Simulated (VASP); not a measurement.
# Zn (Im-3m) in VASP: a series of runs, part 2 of 2

VASP 6.6.1. Earlier steps stand in the parts before.

### Step 4. Single point, PBE

This run uses another cell than the first one, of 15.45 Å³/atom, 0.980 times its volume.

Input file INCAR:

```
  PREC = Accurate
  ENCUT = 520
  EDIFF = 1E-7
  ISMEAR = 0
  SIGMA = 0.018000000000000002
  LREAL = F
  LASPH = T
  NELM = 60
  ALGO = Fast
  ISIF = 2
  LWAVE = F
  LCHARG = T
  GGA = PE
  LELF = T
  LVHAR = T
  NBANDS = 12
```

Input file KPOINTS:

```
regular mesh
0
Gamma
  12 12 12
```

Input file POSCAR:

```
Zn
1.0
   -1.5690370000      1.5690370000      1.5690370000
    1.5690370000     -1.5690370000      1.5690370000
    1.5690370000      1.5690370000     -1.5690370000
Zn
1
Direct
    0.0000000000      0.0000000000      0.0000000000
```

Potentials or basis: VASP PAW PBE potentials, release 64 (Zn).

The run is started by

```console
$ cat potpaw_PBE.64/Zn/POTCAR > POTCAR
$ mpirun -np 1 vasp_std > vasp.out
```

OUTCAR:

```text
PREC = Accurate
   ENCUT = 520
   EDIFF = 1E-7
   ISMEAR = 0
   LREAL = F
   LASPH = T
   NELM = 60
   ISIF = 2
   GGA = PE

 ion  position               nearest neighbor table
   1  0.000  0.000  0.000-

  LATTYP: Found a body centered cubic cell.
 ALAT       =     3.1380740000

  Lattice vectors:

 A1 = (  -1.5690370000,   1.5690370000,   1.5690370000)
 A2 = (   1.5690370000,  -1.5690370000,   1.5690370000)
 A3 = (   1.5690370000,   1.5690370000,  -1.5690370000)

Analysis of symmetry for initial positions (statically):
[... 529 lines left out ...]
      4      -4.1377      2.00000
      5      -4.0707      2.00000
      6       1.1247      2.00000
      7       2.3728      2.00000
      8      11.6001      0.00000
      9      12.3104      0.00000
     10      22.5300      0.00000
     11      23.3173      0.00000
     12      31.2156      0.00000

 [... further k-points ...]
[... 5 lines left out ...]
  --------------------------------------------------------------------------------------
  -------------------------------------------------------------------------------------
  Total        0.0122408      0.0122408      0.0122408      0.0000000     -0.0000000      0.0000000
  in kB        1.2692921      1.2692921      1.2692921      0.0000000     -0.0000000      0.0000000
  external PRESSURE =       1.2692921 kB  Pullay stress =       0.0000000 kB

 VOLUME and BASIS-vectors are now :
 -----------------------------------------------------------------------------
  energy-cutoff  :      520.00
  volume of cell :       15.45
      direct lattice vectors                 reciprocal lattice vectors
    -1.569037000  1.569037000  1.569037000     0.000000000  0.318666800  0.318666800
     1.569037000 -1.569037000  1.569037000     0.318666800  0.000000000  0.318666800
     1.569037000  1.569037000 -1.569037000     0.318666800  0.318666800  0.000000000

 POSITION                                       TOTAL-FORCE (eV/Angst)
 -----------------------------------------------------------------------------------
      0.00000      0.00000      0.00000        -0.000000      0.000000     -0.000000
 -----------------------------------------------------------------------------------
    total drift:                                0.000000     -0.000000      0.000000

  FREE ENERGIE OF THE ION-ELECTRON SYSTEM (eV)
  ---------------------------------------------------
  free  energy   TOTEN  =        -1.0162509388 eV

  energy  without entropy=       -1.0159878837  energy(sigma->0) =       -1.01611941
```

It took 21 s on 1 thread of AMD EPYC 7R13, shared host; peak memory 0.1 GiB.

What came out:

```
Free energy            : -1.0163 eV
Pressure               : 0.1 GPa
Band gap on the k mesh : zero (band 6 reaches 7.27 eV, above the bottom of band 7 at 2.09 eV)
```

Levels at points of the mesh, in eV from the Fermi level:
| k point | band 2 | band 3 | band 4 | band 5 | band 6 | band 7 | band 8 | band 9 | band 10 | band 11 |
| --- | --- | --- | --- | --- | --- | --- | --- | --- | --- | --- |
| (0.00, 0.00, 0.00) | -7.70 | -7.70 | -7.70 | -7.20 | -7.20 | 19.02 | 19.02 | 19.02 | 20.77 | 20.77 |
| (0.50, 0.00, 0.00) | -8.00 | -7.23 | -7.17 | -6.87 | -2.59 | -0.94 | 11.33 | 12.72 | 15.32 | 16.74 |
| (0.50, 0.50, 0.50) | -8.25 | -6.95 | -6.95 | -6.95 | 4.24 | 4.24 | 4.24 | 7.50 | 8.59 | 8.59 |

### Step 5. Single point, PBE

This run uses another cell than the first one, of 15.45 Å³/atom, 0.980 times its volume.

Input file INCAR:

```
SYSTEM = Zn
PREC = Accurate
ENCUT = 520
EDIFF = 1E-6
ISMEAR = 0
SIGMA = 0.019000000000000003
LREAL = .False.
LASPH = .True.
NELM = 60
ALGO = Fast
ISIF = 2
LWAVE = .False.
LCHARG = .True.
GGA = PE
LELF = .True.
LVHAR = .True.
NBANDS = 12
```

Input file KPOINTS:

```
Automatic mesh
0
Gamma
  12 12 12
  0 0 0
```

POSCAR is that of step 4.

The run is started by

```console
$ cat potpaw_PBE.64/Zn/POTCAR > POTCAR
$ mpirun -np 1 vasp_std > vasp.out
```

It took 24 s on 1 thread of AMD EPYC 7R13, shared host; peak memory 0.1 GiB.

The run converged. Its results:

- Free energy: -1.0163 eV
- Pressure: 0.1 GPa
- Band gap on the k mesh: zero (band 6 reaches 7.27 eV, above the bottom of band 7 at 2.09 eV)

Levels at points of the mesh, in eV from the Fermi level:
| k point | band 3 | band 4 | band 5 | band 6 | band 7 | band 8 | band 9 | band 10 |
| --- | --- | --- | --- | --- | --- | --- | --- | --- |
| (0.00, 0.00, 0.00) | -7.70 | -7.70 | -7.20 | -7.20 | 19.02 | 19.02 | 19.02 | 20.77 |
| (0.50, 0.00, 0.00) | -7.23 | -7.17 | -6.87 | -2.59 | -0.94 | 11.33 | 12.72 | 15.32 |
| (0.50, 0.50, 0.50) | -6.95 | -6.95 | -6.95 | 4.24 | 4.24 | 4.24 | 7.50 | 8.59 |

### Step 6. Single point, PBE

This run uses another cell than the first one, of 15.45 Å³/atom, 0.980 times its volume.

Input file INCAR:

```
SYSTEM = Zn
PREC = Accurate ; ENCUT = 520
EDIFF = 1E-7 ; ISMEAR = 0
SIGMA = 0.022 ; LREAL = .False.
LASPH = .True. ; NELM = 100
ALGO = Normal ; ISIF = 2
LWAVE = .False. ; LCHARG = .False.
GGA = PE ; NBANDS = 12
```

Input file KPOINTS:

```
regular mesh
0
Gamma
  12 12 12
  0 0 0
```

POSCAR is that of step 5.

Potentials or basis: VASP PAW PBE potentials, release 64 (Zn).

The run is started by

```console
$ cat potpaw_PBE.64/Zn/POTCAR > POTCAR
$ mpirun -np 1 vasp_std > vasp.out
```

Run time: 14 s. Hardware: 1 thread of AMD EPYC 7R13, shared host; peak memory 0.1 GiB.

It converged, with:

```
Free energy            : -1.0163 eV
Pressure               : 0.1 GPa
Band gap on the k mesh : zero (band 6 reaches 7.27 eV, above the bottom of band 7 at 2.09 eV)
```

Levels at points of the mesh, in eV from the Fermi level:
```tsv
k point	band 3	band 4	band 5	band 6	band 7	band 8	band 9	band 10
(0.00, 0.00, 0.00)	-7.70	-7.70	-7.20	-7.20	19.02	19.02	19.02	20.77
(0.50, 0.00, 0.00)	-7.23	-7.17	-6.87	-2.59	-0.94	11.33	12.72	15.32
(0.50, 0.50, 0.50)	-6.95	-6.95	-6.95	4.24	4.24	4.24	7.50	8.59
```

### Step 7. Summary

```tsv
cell	cutoff (eV)	smearing	gap on the mesh (eV)	pressure (GPa)
a = 2.736 Å, angles 109.5°, 1 atom	500	fermi-dirac 0.05 eV	none	-1.2
a = 2.718 Å, angles 109.5°, 1 atom	520	gaussian 0.017 eV	none	0.1
a = 2.718 Å, angles 109.5°, 1 atom	520	gaussian 0.018 eV	none	0.1
a = 2.718 Å, angles 109.5°, 1 atom	520	gaussian 0.019 eV	none	0.1
a = 2.718 Å, angles 109.5°, 1 atom	520	gaussian 0.022 eV	none	0.1
```

Alike in all rows: task single point; level PBE; potentials or basis VASP PAW PBE potentials, release 64 (Zn); no spin polarisation; k mesh 12 × 12 × 12.

Absolute energies hang on the potentials; compare differences alone.
